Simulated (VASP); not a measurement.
# BaTiO3 (P4mm) in VASP: a series of runs, part 2 of 2

VASP 6.6.1.

## Step 4: Single point, r2SCAN

This run uses another cell than the first one, of 13.00 Å³/atom, 1.025 times its volume.

POSCAR

```
BaTiO3
1.0
    3.9693282518      0.0000000000      0.0000000000
    0.0000000000      3.9693282518      0.0000000000
    0.0000000000      0.0000000000      4.1260333498
Ba Ti O
1 1 3
Direct
    0.0000000000      0.0000000000     -0.0055451320
    0.5000000000      0.5000000000      0.4759531105
    0.5000000000      0.5000000000      0.0357564791
    0.5000000000      0.0000000000      0.5184177712
    0.0000000000      0.5000000000      0.5184177712
```

INCAR.step1

```
PREC = Accurate
ENCUT = 520
ISMEAR = 0
SIGMA = 0.01
LREAL = False
LASPH = True
NELM = 60
NBANDS = 28
GGA = PE
ALGO = Normal
EDIFF = 1E-4
LWAVE = True
LCHARG = False
```

INCAR.step2

```
PREC = Accurate
ENCUT = 520
EDIFF = 1E-6
ISMEAR = 0
SIGMA = 0.01
LREAL = False
LASPH = True
NELM = 60
ALGO = Normal
ISIF = 2
LWAVE = False
LCHARG = False
METAGGA = R2SCAN
LMIXTAU = True
NBANDS = 28
ISTART = 1
```

KPOINTS

```
regular mesh
0
Gamma
  4 4 4
```

Potentials or basis: VASP PAW PBE potentials, release 64 (Ba_sv, Ti_sv, O).

Run with:

```bash
cat potpaw_PBE.64/Ba_sv/POTCAR potpaw_PBE.64/Ti_sv/POTCAR potpaw_PBE.64/O/POTCAR > POTCAR
cp INCAR.step1 INCAR
mpirun -np 1 vasp_std > vasp.out
cp INCAR.step2 INCAR
mpirun -np 1 vasp_std > vasp.out
```

OUTCAR:

```text
PREC = Accurate
   ENCUT = 520
   EDIFF = 1E-6
   ISMEAR = 0
   LREAL = False
   LASPH = True
   NELM = 60
   ISIF = 2
   METAGGA = R2SCAN
   ISTART = 1

 ion  position               nearest neighbor table
   1  0.000  0.000  0.994-   4 2.79   5 2.79   5 2.79   4 2.79   3 2.81   3 2.81   3 2.81   3 2.81
                             4 2.93   5 2.93   5 2.93   4 2.93   2 3.44   2 3.44   2 3.44   2 3.44
   2  0.500  0.500  0.476-   3 1.82   4 1.99   5 1.99   4 1.99   5 1.99   3 2.31   1 3.44   1 3.44
                             1 3.44   1 3.44   1 3.53   1 3.53   1 3.53   1 3.53
   3  0.500  0.500  0.036-   2 1.82   2 2.31   1 2.81   1 2.81   1 2.81   1 2.81
   4  0.500  0.000  0.518-   2 1.99   2 1.99   1 2.79   1 2.79   1 2.93   1 2.93
   5  0.000  0.500  0.518-   2 1.99   2 1.99   1 2.79   1 2.79   1 2.93   1 2.93

  LATTYP: Found a simple tetragonal cell.
 ALAT       =     3.9693282518
 C/A-ratio  =     1.0394789970

  Lattice vectors:

 A1 = (   3.9693282518,   0.0000000000,   0.0000000000)
 A2 = (   0.0000000000,   3.9693282518,   0.0000000000)
 A3 = (   0.0000000000,   0.0000000000,   4.1260333498)

Analysis of symmetry for initial positions (statically):
=====================================================================
 Subroutine PRICEL returns:
 Original cell was already a primitive cell.

 Routine SETGRP: Setting up the symmetry group for a
 simple tetragonal supercell.

 Subroutine GETGRP returns: Found  8 space group operations
 (whereof  8 operations were pure point group operations)
 out of a pool of 16 trial point group operations.

The static configuration has the point symmetry C_4v.

Analysis of symmetry for dynamics (positions and initial velocities):
=====================================================================
 Subroutine PRICEL returns:
 Original cell was already a primitive cell.
[... 124 lines left out ...]
   IALGO  =     38    algorithm
   IMIX   =      4    mixing-type and parameters
     AMIX     =   0.40;   BMIX     =  1.00
     AMIX_MAG =   1.60;   BMIX_MAG =  1.00
  volume/ion in A,a.u.               =      13.00        87.74
  Fermi-wavevector in a.u.,A,eV,Ry     =   1.392427  2.631306 26.379713  1.938854
  Thomas-Fermi vector in A             =   2.516171
   LORBIT       =      0    0 simple, 1 ext, 2 COOP (PROOUT), +10 PAW based schemes
   METAGGA = R2SCAN    functional components
   LHFCALC =     F    Hartree Fock is set to
   AEXX    =    0.0000 exact exchange contribution
   IVDW    =     0    specifies the selected vdW correction
   LEPSILON=     F    determine dielectric tensor
   LRPA    =     F    only Hartree local field effects (RPA)
 non-spin polarized calculation
 Gauss-broadening in eV      SIGMA  =   0.01
  energy-cutoff  :      520.00
  volume of cell :       65.01
 maximum number of plane-waves:      1775
 NGX is ok and might be reduce to    30
   NGX = 15   NGY = 15   NGZ = 15

 number of electron      39.9999983 magnetization

 Free energy of the ion-electron system (eV)
  ---------------------------------------------------
  ext. energy  EPLUGINS =         0.00000000
  ---------------------------------------------------
  free energy    TOTEN  =       -74.25501189 eV

  energy without entropy =      -74.25501189  energy(sigma->0) =      -74.25501189

 E-fermi :   3.7054     XC(G=0): -11.8210

 val. band max:        3.5995163811   @ k =   0.5000   0.5000   0.5000
 cond. band min:       5.8119362907   @ k =   0.0000   0.0000   0.0000
 fundamental gap:      2.2124199095
 Fermi energy:         3.7053517678

 k-point     1 :       0.0000    0.0000    0.0000
  band No.  band energies     occupation
      1     -55.2047      2.00000
      2     -30.4800      2.00000
      3     -30.3586      2.00000
      4     -30.3586      2.00000
      5     -22.1321      2.00000
      6     -14.4041      2.00000
[... 547 lines left out ...]
     27      11.6953      0.00000
     28      11.9100      0.00000

------------------------ aborting loop because EDIFF is reached ----------------------------------------

  FORCE on cell =-STRESS in cart. coord.  units (eV):
  Direction    XX          YY          ZZ          XY          YZ          ZX
  --------------------------------------------------------------------------------------
  -------------------------------------------------------------------------------------
  Total        0.7557561      0.7557561      0.8267072      0.0000000      0.0000000      0.0000000
  in kB       18.6262527     18.6262527     20.3749028      0.0000000      0.0000000      0.0000000
  external PRESSURE =      19.2091361 kB  Pullay stress =       0.0000000 kB

 VOLUME and BASIS-vectors are now :
 -----------------------------------------------------------------------------
  energy-cutoff  :      520.00
  volume of cell :       65.01
      direct lattice vectors                 reciprocal lattice vectors
     3.969328252  0.000000000  0.000000000     0.251931797  0.000000000  0.000000000
     0.000000000  3.969328252  0.000000000     0.000000000  0.251931797  0.000000000
     0.000000000  0.000000000  4.126033350     0.000000000  0.000000000  0.242363528

 POSITION                                       TOTAL-FORCE (eV/Angst)
 -----------------------------------------------------------------------------------
      0.00000      0.00000      4.10315        -0.000000      0.000000      0.032467
      1.98466      1.98466      1.96380         0.000000     -0.000000      0.170423
      1.98466      1.98466      0.14753         0.000000      0.000000     -0.164340
      1.98466      0.00000      2.13901         0.000000      0.000000     -0.019275
      0.00000      1.98466      2.13901         0.000000      0.000000     -0.019275
 -----------------------------------------------------------------------------------
    total drift:                                0.000000      0.000000     -0.003414

  FREE ENERGIE OF THE ION-ELECTRON SYSTEM (eV)
  ---------------------------------------------------
  free  energy   TOTEN  =       -74.2550118928 eV

  energy  without entropy=      -74.2550118928  energy(sigma->0) =      -74.25501189
```

It took 4.8 min on 1 thread of AMD EPYC 7R13, shared host; peak memory 0.17 GiB.

Results:

* Free energy: -74.2550 eV
* Pressure: 1.9 GPa
* Largest force: 0.170 eV/Å
* Band gap on the k mesh: 2.21 eV, indirect (least direct gap 2.73 eV)

Forces in eV/Å, atoms in the order of the input:
```
Ba   0.000  0.000  0.032
Ti   0.000  0.000  0.170
O    0.000  0.000 -0.164
O    0.000  0.000 -0.019
O    0.000  0.000 -0.019
```

Levels at points of the mesh, in eV from the valence-band top:
| k point | band 16 | band 17 | band 18 | band 19 | band 20 | band 21 | band 22 | band 23 | band 24 | band 25 |
| --- | --- | --- | --- | --- | --- | --- | --- | --- | --- | --- |
| (0.00, 0.00, 0.00) | -1.65 | -1.34 | -0.78 | -0.52 | -0.52 | 2.21 | 2.73 | 2.73 | 4.39 | 4.59 |
| (0.50, 0.00, 0.00) | -2.02 | -1.96 | -1.73 | -1.47 | -1.26 | 2.83 | 3.89 | 3.98 | 4.48 | 6.11 |
| (0.50, 0.50, 0.00) | -2.98 | -2.04 | -1.14 | -1.14 | -0.07 | 4.02 | 4.02 | 4.39 | 4.73 | 8.10 |
| (0.00, 0.00, 0.50) | -2.15 | -2.06 | -2.04 | -0.77 | -0.77 | 2.34 | 3.90 | 3.90 | 4.38 | 6.41 |
| (0.50, 0.00, 0.50) | -2.69 | -1.88 | -1.13 | -1.06 | -0.45 | 3.92 | 3.94 | 4.24 | 5.26 | 7.79 |
| (0.50, 0.50, 0.50) | -2.61 | -2.61 | -0.37 | -0.37 | 0.00 | 4.49 | 4.49 | 4.58 | 6.78 | 7.17 |

Caveat: the PAW data sets were made with another functional, which shifts forces and pressure a little; spin-orbit coupling is left out, which moves the levels of the heavy elements.

## Step 5: Summary

```csv
level,cell,gap on the mesh (eV),pressure (GPa),largest force (eV/Å)
PBEsol,"a = 3.952, b = 3.952, c = 4.061 Å, 5 atoms",1.78,1.9,0.06
PBE+D4,"a = 3.970, b = 3.970, c = 4.136 Å, 5 atoms",1.81,1.7,0.08
r2SCAN,"a = 3.969, b = 3.969, c = 4.126 Å, 5 atoms",2.21,1.9,0.17
```

Alike in all rows: task single point; potentials or basis VASP PAW PBE potentials, release 64 (Ba_sv, Ti_sv, O); no spin polarisation; k mesh 4 × 4 × 4; cutoff (eV) 520; smearing gaussian 0.01 eV.

Caveats: spin-orbit coupling is left out, which moves the levels of the heavy elements; the PAW data sets were made with another functional, which shifts forces and pressure a little (some runs).

Total energies depend on the potentials used, so only differences within one code and one set of settings carry meaning.
